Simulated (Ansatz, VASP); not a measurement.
Hg in VASP and in Ansatz

```
Hg
1.0
     3.19652    0.00000    0.00000
    -1.59826    2.76827    0.00000
     0.00000    0.00000    4.92201
Hg
2
Direct
  0.66667 0.33333 0.75000
  0.33333 0.66667 0.25000
```

Alike in both runs: task single point; functional PBEsol; dispersion D3(BJ); k mesh 18 × 18 × 10; occupations gaussian, width 0.15 eV; no spin polarisation.

|  | VASP | Ansatz |
| --- | --- | --- |
| version | VASP 6.6.1 | Ansatz 0.2.0 |
| potentials or method | VASP PAW PBE potentials, release 64 (Hg), cutoff 520 eV | scalar-relativistic, plane waves, PAW |
| valence electrons in the cell | 24 | 40 |

Ansatz gave:

```
gap on the k mesh at the Fermi level (eV)                     : none
pressure (GPa)                                                : 0.3
traceless stress, the component that is largest in VASP (GPa) : 0.18
```

Which values does VASP return?

gap on the k mesh at the Fermi level (eV): none; pressure (GPa): 0.8; traceless stress, the component that is largest in VASP (GPa): 0.26.

VASP's potentials were made for PBE, not for PBEsol. A gap of «none» marks a metal or a gap that the smearing closes. VASP's potentials hold 24 valence electrons a cell and Ansatz's 40, so a difference there can come from the potentials and not from the codes.

Spin-orbit coupling is off throughout.
